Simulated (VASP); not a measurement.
# Os (Fm-3m) in VASP: a series of runs, part 2 of 2

VASP 6.6.1.

## (5) Single point, LDA (volume scaled by 1.04)

The input, INCAR:

```
PREC = Accurate
ENCUT = 520
EDIFF = 1E-6
ISMEAR = -1
SIGMA = 0.1
LREAL = False
LASPH = True
NELM = 60
ALGO = Normal
ISIF = 2
LWAVE = False
LCHARG = True
GGA = CA
LELF = True
LVHAR = True
NBANDS = 10
```

The input, KPOINTS:

```
Automatic mesh
0
Gamma
  16 16 16
```

The input, POSCAR:

```
Os
1.0
    0.0000000000      1.9269453787      1.9269453787
    1.9269453787      0.0000000000      1.9269453787
    1.9269453787      1.9269453787      0.0000000000
Os
1
Direct
    0.0000000000      0.0000000000      0.0000000000
```

Potentials or basis: VASP PAW LDA potentials, release 64 (Os).

The run is started by

```console
> cat potpaw_LDA.64/Os/POTCAR > POTCAR
> mpirun -np 1 vasp_std > vasp.out
```

OUTCAR:

```text
PREC = Accurate
   ENCUT = 520
   EDIFF = 1E-6
   ISMEAR = -1
   LREAL = False
   LASPH = True
   NELM = 60
   ISIF = 2
   GGA = CA

 ion  position               nearest neighbor table
   1  0.000  0.000  0.000-

  LATTYP: Found a face centered cubic cell.
 ALAT       =     3.8538907574

  Lattice vectors:

 A1 = (   0.0000000000,   1.9269453787,   1.9269453787)
 A2 = (   1.9269453787,   0.0000000000,   1.9269453787)
 A3 = (   1.9269453787,   1.9269453787,   0.0000000000)

Analysis of symmetry for initial positions (statically):
=====================================================================
 Subroutine PRICEL returns:
 Original cell was already a primitive cell.

 Routine SETGRP: Setting up the symmetry group for a
 face centered cubic supercell.

 Subroutine GETGRP returns: Found 48 space group operations
 (whereof 48 operations were pure point group operations)
 out of a pool of 48 trial point group operations.

The static configuration has the point symmetry O_h .

Analysis of symmetry for dynamics (positions and initial velocities):
[... 162 lines left out ...]

 k-point     1 :       0.0000    0.0000    0.0000
  band No.  band energies     occupation
      1      -1.6232      2.00000
      2       6.0026      2.00000
      3       6.0026      2.00000
      4       6.0026      2.00000
      5       8.9589      1.04808
      6       8.9589      1.04808
      7      23.2693      0.00000
      8      28.9080      0.00000
      9      28.9080      0.00000
     10      28.9080      0.00000
[... 287 lines left out ...]
 k-point    24 :      -0.0625    0.0625    0.0000
  band No.  band energies     occupation
      1      -1.1530      2.00000
      2       5.7084      2.00000
      3       6.1967      2.00000
      4       6.2521      2.00000
      5       8.6607      1.91189
      6       8.9813      0.93576
      7      24.1241      0.00000
      8      27.2231      0.00000
      9      29.1593      0.00000
     10      30.0072      0.00000

 [... further k-points ...]

------------------------ aborting loop because EDIFF is reached ----------------------------------------

  FORCE on cell =-STRESS in cart. coord.  units (eV):
  Direction    XX          YY          ZZ          XY          YZ          ZX
  --------------------------------------------------------------------------------------
  -------------------------------------------------------------------------------------
  Total       -1.3620784     -1.3620784     -1.3620784     -0.0000000     -0.0000000     -0.0000000
  in kB     -152.5016274   -152.5016274   -152.5016274     -0.0000000     -0.0000000     -0.0000000
  external PRESSURE =    -152.5016274 kB  Pullay stress =       0.0000000 kB

 VOLUME and BASIS-vectors are now :
 -----------------------------------------------------------------------------
  energy-cutoff  :      520.00
  volume of cell :       14.31
      direct lattice vectors                 reciprocal lattice vectors
     0.000000000  1.926945379  1.926945379    -0.259478035  0.259478035  0.259478035
     1.926945379  0.000000000  1.926945379     0.259478035 -0.259478035  0.259478035
     1.926945379  1.926945379  0.000000000     0.259478035  0.259478035 -0.259478035

 POSITION                                       TOTAL-FORCE (eV/Angst)
 -----------------------------------------------------------------------------------
      0.00000      0.00000      0.00000        -0.000000     -0.000000     -0.000000
 -----------------------------------------------------------------------------------
    total drift:                               -0.000000     -0.000000     -0.000000

  FREE ENERGIE OF THE ION-ELECTRON SYSTEM (eV)
  ---------------------------------------------------
  free  energy   TOTEN  =       -12.4966226260 eV

  energy  without entropy=      -12.4690177353  energy(sigma->0) =      -12.48282018
```

stdout:

```text
POSCAR found type information on POSCAR Os
 POSCAR found :  1 types and       1 ions
 scaLAPACK will be used
 LDA part: xc-table for (Slater(with rela. corr.)+CA(PZ))
 , standard interpolation
 POSCAR, INCAR and KPOINTS ok, starting setup
 FFT: planning ... GRIDC
 FFT: planning ... GRID_SOFT
 FFT: planning ... GRID
 WAVECAR not read
 entering main loop
```

Wall time 23 s (1 thread of AMD EPYC 7R43 (Zen 3), shared host); peak memory 0.1 GiB.

What came out:

```yaml
Free_energy: -12.4966 eV
Pressure: -15.3 GPa
Band_gap_on_the_k_mesh: zero (band 4 reaches 11.34 eV, above the bottom of band 5 at 7.31 eV)
```

Levels at points of the mesh, in eV from the Fermi level:
```csv
k point,band 2,band 3,band 4,band 5,band 6,band 7
"(0.00, 0.00, 0.00)",-2.97,-2.97,-2.97,-0.01,-0.01,14.30
"(0.50, 0.00, 0.00)",-3.11,-3.11,-0.14,2.32,2.32,8.69
"(0.50, 0.50, 0.00)",-6.70,2.29,2.37,2.98,2.98,11.90
```

Caveat: spin-orbit coupling is left out, which moves the levels of the heavy elements.

## (6) Single point, LDA (volume scaled by 1.08)

The input, INCAR:

```
ALGO     = Normal         # electronic algorithm
EDIFF    = 1E-6           # SCF threshold, eV
ENCUT    = 520            # plane-wave cutoff, eV
GGA      = CA             # functional
ISIF     = 2              # what is computed and relaxed
ISMEAR   = -1             # smearing method
LASPH    = T              # aspherical terms in the spheres
LCHARG   = T              # write CHGCAR
LELF     = T              # ELF
LREAL    = F              # projectors in reciprocal space
LVHAR    = T            
LWAVE    = F              # write WAVECAR
NBANDS   = 10             # bands
NELM     = 100            # most SCF steps
PREC     = Accurate       # precision mode
SIGMA    = 0.1            # smearing width, eV
```

The input, KPOINTS:

```
k-points
0
Gamma
  16 16 16
```

The input, POSCAR:

```
Os
1.0
    0.0000000000      1.9513396820      1.9513396820
    1.9513396820      0.0000000000      1.9513396820
    1.9513396820      1.9513396820      0.0000000000
Os
1
Direct
    0.0000000000      0.0000000000      0.0000000000
```

Potentials or basis: VASP PAW LDA potentials, release 64 (Os).

The run is started by

```console
> cat potpaw_LDA.64/Os/POTCAR > POTCAR
> mpirun -np 1 vasp_std > vasp.out
```

OUTCAR:

```text
EDIFF = 1E-6
   ENCUT = 520
   GGA = CA
   ISIF = 2
   ISMEAR = -1
   LASPH = T
   LREAL = F
   NELM = 100
   PREC = Accurate

 ion  position               nearest neighbor table
   1  0.000  0.000  0.000-

  LATTYP: Found a face centered cubic cell.
 ALAT       =     3.9026793640

  Lattice vectors:

 A1 = (   0.0000000000,   1.9513396820,   1.9513396820)
 A2 = (   1.9513396820,   0.0000000000,   1.9513396820)
 A3 = (   1.9513396820,   1.9513396820,   0.0000000000)

Analysis of symmetry for initial positions (statically):
=====================================================================
 Subroutine PRICEL returns:
 Original cell was already a primitive cell.

 Routine SETGRP: Setting up the symmetry group for a
 face centered cubic supercell.

 Subroutine GETGRP returns: Found 48 space group operations
 (whereof 48 operations were pure point group operations)
 out of a pool of 48 trial point group operations.

The static configuration has the point symmetry O_h .

Analysis of symmetry for dynamics (positions and initial velocities):
=====================================================================
 Subroutine PRICEL returns:
 Original cell was already a primitive cell.

 Routine SETGRP: Setting up the symmetry group for a
 face centered cubic supercell.

 Subroutine GETGRP returns: Found 48 space group operations
 (whereof 48 operations were pure point group operations)
 out of a pool of 48 trial point group operations.

The dynamic configuration has the point symmetry O_h .

 Subroutine INISYM returns: Found 48 space group operations
 (whereof 48 operations are pure point group operations),
 and found     1 'primitive' translations

----------------------------------------------------------------------------------------

                                     Primitive cell

  volume of cell :      14.8603

  direct lattice vectors                    reciprocal lattice vectors
     0.000000000  1.951339682  1.951339682    -0.256234219  0.256234219  0.256234219
     1.951339682  0.000000000  1.951339682     0.256234219 -0.256234219  0.256234219
     1.951339682  1.951339682  0.000000000     0.256234219  0.256234219 -0.256234219

  length of vectors
     2.759611043  2.759611043  2.759611043     0.443810686  0.443810686  0.443810686

  position of ions in fractional coordinates (direct lattice)
     0.000000000  0.000000000  0.000000000

  ion indices of the primitive-cell ions
   primitive index   ion index
                 1           1

----------------------------------------------------------------------------------------

 KPOINTS: k-points

Automatic generation of k-mesh.
 Grid dimensions read from file:
 generate k-points for:   16   16   16

 Generating k-lattice:

  Cartesian coordinates                     Fractional coordinates (reciprocal lattice)
    -0.016014639  0.016014639  0.016014639     0.062500000  0.000000000  0.000000000
     0.016014639 -0.016014639  0.016014639     0.000000000  0.062500000  0.000000000
     0.016014639  0.016014639 -0.016014639     0.000000000  0.000000000  0.062500000

  Length of vectors
     0.027738168  0.027738168  0.027738168

  Shift w.r.t. Gamma in fractional coordinates (k-lattice)
     0.000000000  0.000000000  0.000000000

 Subroutine IBZKPT returns following result:
 ===========================================

 Found    145 irreducible k-points:

 Following reciprocal coordinates:
            Coordinates               Weight
  0.000000  0.000000  0.000000      1.000000
  0.062500  0.000000  0.000000      8.000000
  0.125000  0.000000  0.000000      8.000000
  0.187500  0.000000  0.000000      8.000000
  0.250000  0.000000  0.000000      8.000000
  0.312500  0.000000  0.000000      8.000000
[... 16 lines left out ...]
 -0.125000  0.062500  0.000000     24.000000
 -0.062500  0.062500  0.000000     12.000000
 [... further k-points ...]
   k-points           NKPTS =    145   k-points in BZ     NKDIM =    145   number of bands    NBANDS=     10
   number of dos      NEDOS =    301   number of ions     NIONS =      1
   total plane-waves  NPLWV =  13824
   dimension x,y,z NGX =    24 NGY =   24 NGZ =   24
   dimension x,y,z NGXF=    48 NGYF=   48 NGZF=   48
   ions per type =               1
   NGX,Y,Z   is equivalent  to a cutoff of  14.46, 14.46, 14.46 a.u.
   NGXF,Y,Z  is equivalent  to a cutoff of  28.92, 28.92, 28.92 a.u.
 SYSTEM =  unknown system
   PREC   = accura    normal or accurate (medium, high low for compatibility)
   ISTART =      0    job   : 0-new  1-cont  2-samecut
   ICHARG =      2    charge: 1-file 2-atom 10-const
   ISPIN  =      1    spin polarized calculation?
   LNONCOLLINEAR =      F non collinear calculations
   LSORBIT =      F    spin-orbit coupling
   LASPH  =      T    aspherical Exc in radial PAW
   ENCUT  =  520.0 eV  38.22 Ry    6.18 a.u.   5.13  5.13  5.13*2*pi/ulx,y,z
   NELM   =    100;   NELMIN=  2; NELMDL= -5     # of ELM steps
   EDIFF  = 0.1E-05   stopping-criterion for ELM
   LREAL  =      F    real-space projection
   EDIFFG = 0.1E-04   stopping-criterion for IOM
   NSW    =      0    number of steps for IOM
   IBRION =     -1    ionic relax: 0-MD 1-quasi-New 2-CG
   NFREE  =      0    steps in history (QN), initial steepest desc. (CG)
   ISIF   =      2    stress and relaxation
   ISYM   =      2    0-nonsym 1-usesym 2-fastsym
   POTIM  = 0.5000    time-step for ionic-motion
   TEBEG  =    0.0;   TEEND  =   0.0 temperature during run
   PSTRESS=    0.0 pullay stress
   NELECT =       8.0000    total number of electrons
   NUPDOWN=      -1.0000    fix difference up-down
   EMIN   =  10.00;   EMAX   =-10.00  energy-range for DOS
   EFERMI =   0.00;   METHOD = LEGACY
   ISMEAR =    -1;   SIGMA  =   0.10  broadening in eV -4-tet -1-fermi 0-gaus
   EFERMI_NEDOS =   21; number of points for ismear=-14 and -15
   IALGO  =     38    algorithm
   IMIX   =      4    mixing-type and parameters
     AMIX     =   0.40;   BMIX     =  1.00
     AMIX_MAG =   1.60;   BMIX_MAG =  1.00
  volume/ion in A,a.u.               =      14.86       100.28
  Fermi-wavevector in a.u.,A,eV,Ry     =   1.331768  2.516677 24.131379  1.773606
  Thomas-Fermi vector in A             =   2.460754
   LORBIT       =      0    0 simple, 1 ext, 2 COOP (PROOUT), +10 PAW based schemes
   GGA     = CA    functional components
   LHFCALC =     F    Hartree Fock is set to
   AEXX    =    0.0000 exact exchange contribution
   IVDW    =     0    specifies the selected vdW correction
   LEPSILON=     F    determine dielectric tensor
   LRPA    =     F    only Hartree local field effects (RPA)
 non-spin polarized calculation
  energy-cutoff  :      520.00
  volume of cell :       14.86
 maximum number of plane-waves:       415
 NGX is ok and might be reduce to    24
   NGX = 11   NGY = 11   NGZ = 11

 number of electron       8.0000000 magnetization

 Free energy of the ion-electron system (eV)
  ---------------------------------------------------
  ext. energy  EPLUGINS =         0.00000000
  ---------------------------------------------------
  free energy    TOTEN  =       -12.42251454 eV

  energy without entropy =      -12.39308229  energy(sigma->0) =      -12.40779842

 E-fermi :   8.4054     XC(G=0): -13.8408

 val. band max:        8.3897469663   @ k =   0.0000   0.0000   0.0000
 cond. band min:       8.4057416899   @ k =   0.4375   0.3125   0.1250
 fundamental gap:      0.0159947237
 Fermi energy:         8.4054417832

 k-point     1 :       0.0000    0.0000    0.0000
  band No.  band energies     occupation
      1      -1.8491      2.00000
      2       5.6037      2.00000
      3       5.6037      2.00000
      4       5.6037      2.00000
      5       8.3897      1.07831
      6       8.3897      1.07831
      7      22.7294      0.00000
      8      28.1445      0.00000
      9      28.1445      0.00000
     10      28.1445      0.00000

 k-point     2 :       0.0625    0.0000    0.0000
  band No.  band energies     occupation
      1      -1.6775      2.00000
      2       5.5045      2.00000
      3       5.6807      2.00000
      4       5.6807      2.00000
      5       8.3366      1.33114
      6       8.3366      1.33114
      7      23.0418      0.00000
      8      27.2647      0.00000
      9      28.4417      0.00000
     10      28.4417      0.00000
[... 274 lines left out ...]
 k-point    24 :      -0.0625    0.0625    0.0000
  band No.  band energies     occupation
      1      -1.3979      2.00000
      2       5.3277      2.00000
      3       5.7883      2.00000
      4       5.8396      2.00000
      5       8.1134      1.89767
      6       8.4129      0.96251
      7      23.5372      0.00000
      8      26.4877      0.00000
      9      28.3579      0.00000
     10      29.1936      0.00000

 [... further k-points ...]
[... 5 lines left out ...]
  --------------------------------------------------------------------------------------
  -------------------------------------------------------------------------------------
  Total       -2.5889275     -2.5889275     -2.5889275      0.0000000      0.0000000      0.0000000
  in kB     -279.1270001   -279.1270001   -279.1270001      0.0000000      0.0000000      0.0000000
  external PRESSURE =    -279.1270001 kB  Pullay stress =       0.0000000 kB

 VOLUME and BASIS-vectors are now :
 -----------------------------------------------------------------------------
  energy-cutoff  :      520.00
  volume of cell :       14.86
      direct lattice vectors                 reciprocal lattice vectors
     0.000000000  1.951339682  1.951339682    -0.256234219  0.256234219  0.256234219
     1.951339682  0.000000000  1.951339682     0.256234219 -0.256234219  0.256234219
     1.951339682  1.951339682  0.000000000     0.256234219  0.256234219 -0.256234219

 POSITION                                       TOTAL-FORCE (eV/Angst)
 -----------------------------------------------------------------------------------
      0.00000      0.00000      0.00000         0.000000     -0.000000     -0.000000
 -----------------------------------------------------------------------------------
    total drift:                               -0.000000      0.000000      0.000000

  FREE ENERGIE OF THE ION-ELECTRON SYSTEM (eV)
  ---------------------------------------------------
  free  energy   TOTEN  =       -12.4225145441 eV

  energy  without entropy=      -12.3930822923  energy(sigma->0) =      -12.40779842
```

Run time: 33 s. Hardware: 1 thread of AMD EPYC 7R43 (Zen 3), shared host; peak memory 0.12 GiB.

What came out:

| Property | Result |
| --- | --- |
| Free energy | -12.4225 eV |
| Pressure | -27.9 GPa |
| Band gap on the k mesh | zero (band 4 reaches 10.70 eV, above the bottom of band 5 at 6.85 eV) |

Levels at points of the mesh, in eV from the Fermi level:
```
           k point  band 1  band 2  band 3  band 4  band 5  band 6  band 7  band 8  band 9
(0.00, 0.00, 0.00)  -10.25   -2.80   -2.80   -2.80   -0.02   -0.02   14.32   19.74   19.74
(0.50, 0.00, 0.00)   -7.17   -2.93   -2.93   -0.12    2.17    2.17    8.22   13.85   19.74
(0.50, 0.50, 0.00)   -7.00   -6.34    2.14    2.29    2.79    2.79   11.29   11.90   11.90
```

Caveat: spin-orbit coupling is left out, which moves the levels of the heavy elements.

## (7) Overview

```csv
cell,gap on the mesh (eV),pressure (GPa)
"a = 2.616 Å, angles 60.0°, 1 atom",none,46.6
"a = 2.653 Å, angles 60.0°, 1 atom",none,21.1
"a = 2.690 Å, angles 60.0°, 1 atom",none,0.8
"a = 2.725 Å, angles 60.0°, 1 atom",none,-15.3
"a = 2.760 Å, angles 60.0°, 1 atom",none,-27.9
```

Alike in all rows: task single point; level LDA; potentials or basis VASP PAW LDA potentials, release 64 (Os); no spin polarisation; k mesh 16 × 16 × 16; cutoff (eV) 520; smearing fermi-dirac 0.1 eV.

Caveats: spin-orbit coupling is left out, which moves the levels of the heavy elements.

Absolute energies hang on the potentials; compare differences alone.
